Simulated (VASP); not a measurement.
# NaAl15N15 (a cell with a defect) in VASP: further runs, part 2 of 3

VASP 6.6.1.

### Step 3. Single point, PBE

INCAR

```
SYSTEM = NaAl15N15
  ALGO = Normal
  EDIFF = 1E-6
  ENCUT = 520
  GGA = PE
  GGA_COMPAT = .FALSE.
  ISIF = 2
  ISMEAR = 0
  ISYM = -1
  LASPH = .TRUE.
  LCHARG = .FALSE.
  LREAL = Auto
  LWAVE = .FALSE.
  NBANDS = 84
  NELECT = 126.0
  NELM = 120
  PREC = Accurate
  SIGMA = 0.01
```

KPOINTS

```
explicit points
1
Reciprocal
  0.25000000   0.25000000   0.25000000 1
```

POSCAR

```
NaAl15N15
1.0
    6.2595139102      0.0000000601      0.0000000000
   -3.1297570100      5.4208980298      0.0000000000
    0.0000000000      0.0000000000     10.0348065900
Al Na N
15 1 15
Direct
    0.3304890515      0.1693677146      0.1843903239
    0.3310211662      0.1689782650      0.7591192827
    0.1585885101      0.3415801612      0.9933933074
    0.3339481832      0.6743419103      0.2504811755
    0.1442204935      0.7716381222      0.5144274662
    0.3346025497      0.6616678443      0.7531298171
    0.1566405430      0.8222082599      0.9978698371
    0.8256479651      0.1659712718      0.2504515901
    0.7288714132      0.3558829239      0.5144539006
    0.8383226497      0.1653807104      0.7531809057
    0.6778799326      0.3435371955      0.9979768351
    0.8292215641      0.6705214692      0.2510110257
    0.6603571226      0.8395620485      0.5038512509
    0.8282469362      0.6719840810      0.7526652036
    0.6637717462      0.8363077832      1.0024291391
    0.2011948717      0.2987037871      0.4837417936
    0.1624006641      0.3378465707      0.1897608999
    0.3317945241      0.1683177728      0.9561365309
    0.1695743528      0.3302735878      0.7086334829
    0.3462026017      0.6974783255      0.4337004630
    0.1588082135      0.8292308209      0.1888542969
    0.3328827601      0.6744698724      0.9418851058
    0.1680466463      0.8352402400      0.6942450028
    0.8024256197      0.1534952813      0.4336376817
    0.6704325415      0.3407441609      0.1889121582
    0.8255944577      0.1672780147      0.9419467282
    0.6649399249      0.3321784213      0.6942603873
    0.8300543729      0.6697269584      0.4438356354
    0.6661459515      0.8336805777      0.1894263682
    0.8285178074      0.6716273586      0.9393192241
    0.6658215329      0.8341118190      0.6924908705
```

Potentials or basis: VASP PAW PBE potentials, release 64 (Al, Na_pv, N).

Started as:

```sh
$ cat potpaw_PBE.64/Al/POTCAR potpaw_PBE.64/Na_pv/POTCAR potpaw_PBE.64/N/POTCAR > POTCAR
$ mpirun -np 1 vasp_std > vasp.out
```

OUTCAR:

```text
SYSTEM = NaAl15N15
   EDIFF = 1E-6
   ENCUT = 520
   GGA = PE
   ISIF = 2
   ISMEAR = 0
   ISYM = -1
   LASPH = .TRUE.
   LREAL = Auto
   NELECT = 126.0
   NELM = 120
   PREC = Accurate

 ion  position               nearest neighbor table
   1  0.330  0.169  0.184-  17 1.83  25 1.84  21 1.84  18 2.29   7 2.65  11 2.65   3 2.67   4 3.18
                             8 3.18  12 3.20  12 3.20   8 3.22   4 3.22
   2  0.331  0.169  0.759-  19 1.82  23 1.92  27 1.92  18 1.98   3 3.00   7 3.05  11 3.05  10 3.07
                             6 3.07  14 3.13  14 3.13  10 3.19   6 3.19   5 3.27   9 3.27
   3  0.159  0.342  0.993-  22 1.88  26 1.88  18 1.92  17 1.97   1 2.67   6 2.97  10 2.97   2 3.00
                             7 3.01  11 3.02  15 3.13  15 3.13   4 3.15   8 3.15  11 3.24   7 3.25
   4  0.334  0.674  0.250-  20 1.84  21 1.89  29 1.90  17 1.92  15 3.06   8 3.08   5 3.09   7 3.09
                            13 3.10  12 3.11  12 3.15   3 3.15   1 3.18   8 3.18   1 3.22
   5  0.144  0.772  0.514-  20 1.75  23 1.84  28 1.88   9 2.60   6 2.91  14 2.96  13 3.04   4 3.09
                            12 3.17  13 3.26   2 3.27
   6  0.335  0.662  0.753-  19 1.85  22 1.90  31 1.90  23 1.94   5 2.91   3 2.97  14 3.06  13 3.06
                             7 3.07   2 3.07  15 3.07  10 3.11  10 3.15   2 3.19  14 3.20
   7  0.157  0.822  0.998-  22 1.85  30 1.88  21 1.92  18 1.92   1 2.65  11 3.00   3 3.01  14 3.04
                             2 3.05   6 3.07   4 3.09  12 3.10  15 3.13  15 3.13   3 3.25  11 3.26
   8  0.826  0.166  0.250-  24 1.84  25 1.89  29 1.90  17 1.92  15 3.06   4 3.08   9 3.09  11 3.09
                            13 3.10  12 3.11  12 3.15   3 3.15   1 3.18   4 3.18   1 3.22
   9  0.729  0.356  0.514-  24 1.75  27 1.84  28 1.88   5 2.60  10 2.91  14 2.96  13 3.04   8 3.09
                            12 3.17  13 3.26   2 3.27
  10  0.838  0.165  0.753-  19 1.85  26 1.90  31 1.90  27 1.94   9 2.91   3 2.97  14 3.06  13 3.06
                            11 3.07  15 3.07   2 3.07   6 3.11   6 3.15   2 3.19  14 3.20
  11  0.678  0.344  0.998-  26 1.85  30 1.88  25 1.92  18 1.92   1 2.65   7 3.00   3 3.02  14 3.04
                             2 3.05  10 3.07   8 3.09  12 3.10  15 3.13  15 3.13   3 3.24   7 3.26
  12  0.829  0.671  0.251-  29 1.87  21 1.89  25 1.89  28 1.93  15 3.07  11 3.10   7 3.10   4 3.11
                             8 3.11  13 3.13   8 3.15   4 3.15   9 3.17   5 3.17   1 3.20   1 3.20
  13  0.660  0.840  0.504-  24 1.84  20 1.85  31 1.89  28 1.94   9 3.04   5 3.04   6 3.06  10 3.06
                            14 3.09   4 3.10   8 3.10  12 3.13   5 3.26   9 3.26
  14  0.828  0.672  0.753-  31 1.86  30 1.87  27 1.93  23 1.93   5 2.96   9 2.96   7 3.04  11 3.04
                            10 3.06   6 3.06  15 3.08  13 3.09   2 3.13   2 3.13   6 3.20  10 3.20
  15  0.664  0.836  0.002-  29 1.88  22 1.89  26 1.89  30 1.89   8 3.06   4 3.06  10 3.07   6 3.07
                            12 3.07  14 3.08  11 3.13   7 3.13   3 3.13   7 3.13   3 3.13  11 3.13
  16  0.201  0.299  0.484-  24 2.25  20 2.25  19 2.28
  17  0.162  0.338  0.190-   1 1.83   4 1.92   8 1.92   3 1.97
  18  0.332  0.168  0.956-   3 1.92   7 1.92  11 1.92   2 1.98   1 2.29
  19  0.170  0.330  0.709-   2 1.82  10 1.85   6 1.85  16 2.28
  20  0.346  0.697  0.434-   5 1.75   4 1.84  13 1.85  16 2.25
  21  0.159  0.829  0.189-   1 1.84  12 1.89   4 1.89   7 1.92
  22  0.333  0.674  0.942-   7 1.85   3 1.88  15 1.89   6 1.90
  23  0.168  0.835  0.694-   5 1.84   2 1.92  14 1.93   6 1.94
  24  0.802  0.153  0.434-   9 1.75   8 1.84  13 1.84  16 2.25
  25  0.670  0.341  0.189-   1 1.84   8 1.89  12 1.89  11 1.92
  26  0.826  0.167  0.942-  11 1.85   3 1.88  15 1.89  10 1.90
  27  0.665  0.332  0.694-   9 1.84   2 1.92  14 1.93  10 1.94
  28  0.830  0.670  0.444-   9 1.88   5 1.88  12 1.93  13 1.94
  29  0.666  0.834  0.189-  12 1.87  15 1.88   4 1.90   8 1.90
  30  0.829  0.672  0.939-  14 1.87   7 1.88  11 1.88  15 1.89
  31  0.666  0.834  0.692-  14 1.86  13 1.89   6 1.90  10 1.90

IMPORTANT INFORMATION: All symmetrisations will be switched off!
NOSYMM: (Re-)initialisation of all symmetry stuff for point group C_1.

----------------------------------------------------------------------------------------

                                     Primitive cell

  volume of cell :     340.5029

  direct lattice vectors                    reciprocal lattice vectors
[... 101 lines left out ...]
   ENCUT  =  520.0 eV  38.22 Ry    6.18 a.u.  11.64 11.64 18.66*2*pi/ulx,y,z
   NELM   =    120;   NELMIN=  2; NELMDL= -5     # of ELM steps
   EDIFF  = 0.1E-05   stopping-criterion for ELM
   LREAL  =      T    real-space projection
   EDIFFG = 0.1E-04   stopping-criterion for IOM
   NSW    =      0    number of steps for IOM
   IBRION =     -1    ionic relax: 0-MD 1-quasi-New 2-CG
   NFREE  =      0    steps in history (QN), initial steepest desc. (CG)
   ISIF   =      2    stress and relaxation
   ISYM   =     -1    0-nonsym 1-usesym 2-fastsym
   POTIM  = 0.5000    time-step for ionic-motion
   TEBEG  =    0.0;   TEEND  =   0.0 temperature during run
   PSTRESS=    0.0 pullay stress
   NELECT =     126.0000    total number of electrons
   NUPDOWN=      -1.0000    fix difference up-down
   EMIN   =  10.00;   EMAX   =-10.00  energy-range for DOS
   EFERMI =   0.00;   METHOD = LEGACY
   ISMEAR =     0;   SIGMA  =   0.01  broadening in eV -4-tet -1-fermi 0-gaus
   EFERMI_NEDOS =   21; number of points for ismear=-14 and -15
   IALGO  =     38    algorithm
   IMIX   =      4    mixing-type and parameters
     AMIX     =   0.40;   BMIX     =  1.00
     AMIX_MAG =   1.60;   BMIX_MAG =  1.00
  volume/ion in A,a.u.               =      10.98        74.12
  Fermi-wavevector in a.u.,A,eV,Ry     =   1.175325  2.221043 18.794944  1.381389
  Thomas-Fermi vector in A             =   2.311708
   LORBIT       =      0    0 simple, 1 ext, 2 COOP (PROOUT), +10 PAW based schemes
   GGA     = PE    functional components
   LHFCALC =     F    Hartree Fock is set to
   AEXX    =    0.0000 exact exchange contribution
   IVDW    =     0    specifies the selected vdW correction
   LEPSILON=     F    determine dielectric tensor
   LRPA    =     F    only Hartree local field effects (RPA)
 non-spin polarized calculation
 Gauss-broadening in eV      SIGMA  =   0.01
  energy-cutoff  :      520.00
  volume of cell :      340.50
 maximum number of plane-waves:      9148
 NGX is ok and might be reduce to    48
   NGX = 23   NGY = 23   NGZ = 37

 number of electron     126.0000001 magnetization

 Free energy of the ion-electron system (eV)
  ---------------------------------------------------
  ext. energy  EPLUGINS =         0.00000000
  ---------------------------------------------------
  free energy    TOTEN  =      -229.65169041 eV

  energy without entropy =     -229.65169041  energy(sigma->0) =     -229.65169041

 E-fermi :   6.0480     XC(G=0): -10.5831

 val. band max:        6.0012685057   @ k =   0.2500   0.2500   0.2500
 cond. band min:       8.2345060763   @ k =   0.2500   0.2500   0.2500
 fundamental gap:      2.2332375705
 Fermi energy:         6.0479652433

 k-point     1 :       0.2500    0.2500    0.2500
  band No.  band energies     occupation
      1     -15.9996      2.00000
      2     -15.9411      2.00000
      3     -15.8951      2.00000
      4      -9.0437      2.00000
      5      -8.7263      2.00000
      6      -8.4598      2.00000
[... 67 lines left out ...]
     74      12.2732      0.00000
     75      12.5436      0.00000
 [bands above 75 left out]

------------------------ aborting loop because EDIFF is reached ----------------------------------------

  FORCE on cell =-STRESS in cart. coord.  units (eV):
  Direction    XX          YY          ZZ          XY          YZ          ZX
  --------------------------------------------------------------------------------------
  -------------------------------------------------------------------------------------
  Total        1.7735882     -3.9133793      4.8275874     -4.9317192     -0.3818241      1.0200977
  in kB        8.3453109    -18.4137255     22.7153730    -23.2053469     -1.7966069      4.7998922
  external PRESSURE =       4.2156528 kB  Pullay stress =       0.0000000 kB

 VOLUME and BASIS-vectors are now :
 -----------------------------------------------------------------------------
  energy-cutoff  :      520.00
  volume of cell :      340.50
      direct lattice vectors                 reciprocal lattice vectors
     6.259513910  0.000000060  0.000000000     0.159756813  0.092235641  0.000000000
    -3.129757010  5.420898030  0.000000000    -0.000000002  0.184471279  0.000000000
     0.000000000  0.000000000 10.034806590     0.000000000  0.000000000  0.099653141

 POSITION                                       TOTAL-FORCE (eV/Angst)
 -----------------------------------------------------------------------------------
      1.53862      0.91813      1.85032        -0.002734      0.000636     -0.014991
      1.54317      0.91601      7.61762         0.000851     -0.000795     -0.002677
     -0.07638      1.85167      9.96851        -0.000343     -0.000910     -0.003471
     -0.02017      3.65554      2.51353        -0.003547      0.005990      0.001024
     -1.51229      4.18297      5.16218        -0.011509     -0.005018      0.007716
      0.02359      3.58683      7.55751        -0.001040      0.000167     -0.002419
[... 23 lines left out ...]
      3.08409      3.64082      9.42589        -0.000359      0.000254     -0.005454
      1.55715      4.52164      6.94901         0.001182     -0.000769     -0.004774
 -----------------------------------------------------------------------------------
    total drift:                               -0.013743      0.010036      0.021658

  FREE ENERGIE OF THE ION-ELECTRON SYSTEM (eV)
  ---------------------------------------------------
  free  energy   TOTEN  =      -229.6516904076 eV

  energy  without entropy=     -229.6516904076  energy(sigma->0) =     -229.65169041
```

Run time: 2.5 min. Hardware: 1 thread of Intel Xeon 6975P-C (Granite Rapids), shared host; peak memory 0.42 GiB.

Results:

```yaml
Free_energy: -229.6517 eV
Largest_force: 0.019 eV/Å
```

Forces in eV/Å, atoms in the order of the input:
```
Al  -0.003  0.001 -0.015
Al   0.001 -0.001 -0.003
Al   0.000 -0.001 -0.003
Al  -0.004  0.006  0.001
Al  -0.012 -0.005  0.008
Al  -0.001  0.000 -0.002
Al   0.000 -0.006  0.004
Al  -0.007  0.001  0.000
Al  -0.001  0.013  0.008
Al  -0.001  0.001 -0.003
Al   0.004  0.003  0.005
Al   0.003 -0.001  0.001
Al  -0.002  0.002 -0.001
Al  -0.001  0.001  0.001
Al  -0.001  0.001  0.004
Na   0.017 -0.009 -0.001
N   -0.010  0.006  0.004
N   -0.001  0.000  0.004
N    0.003 -0.002  0.017
N    0.011  0.010 -0.011
N   -0.001 -0.005  0.005
N    0.001  0.003 -0.001
N    0.006 -0.002  0.004
N   -0.002 -0.015 -0.011
N    0.005  0.003  0.005
N   -0.002 -0.002 -0.001
N    0.004 -0.004  0.004
N   -0.005  0.003 -0.010
N   -0.002  0.000 -0.002
N    0.000  0.000 -0.005
N    0.001 -0.001 -0.005
```

Caveat: the cell carries a net charge on a neutralising background, which shifts energy and pressure; the cell is charged against a uniform background, so pressure and absolute levels hang on convention.

(Continued in part 3 of 3.)
